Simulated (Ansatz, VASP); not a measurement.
**WC: VASP beside Ansatz**

```
W C
1.0
     2.86130    0.00000    0.00000
    -1.43065    2.47796    0.00000
     0.00000    0.00000    2.79077
W C
1 1
Cartesian
  0.0000 0.0000 0.0000
  1.4307 0.8260 1.3954
```

Change from the starting cell: volume scaled by 0.96.

Alike in both runs: task single point; functional PBEsol; k mesh 14 × 14 × 13; occupations fermi-dirac, width 0.05 eV; no spin polarisation.

```csv
,VASP,Ansatz
version,VASP 6.6.1,Ansatz 0.2.0
potentials or method,"VASP PAW PBE potentials, release 64 (W_sv, C), cutoff 520 eV","all-electron LAPW, scalar-relativistic"
```

|  | VASP | Ansatz | Ansatz less VASP |
| --- | --- | --- | --- |
| pressure (GPa) | 18.9 | 17.4 | -1.58 |
| traceless stress, the component that is largest in VASP (GPa) | 2.26 | 1.96 | -0.300 |

VASP's potentials were made for PBE, not for PBEsol. Ansatz ran all-electron here, and VASP with PAW potentials.

Neither program's run includes spin-orbit coupling.
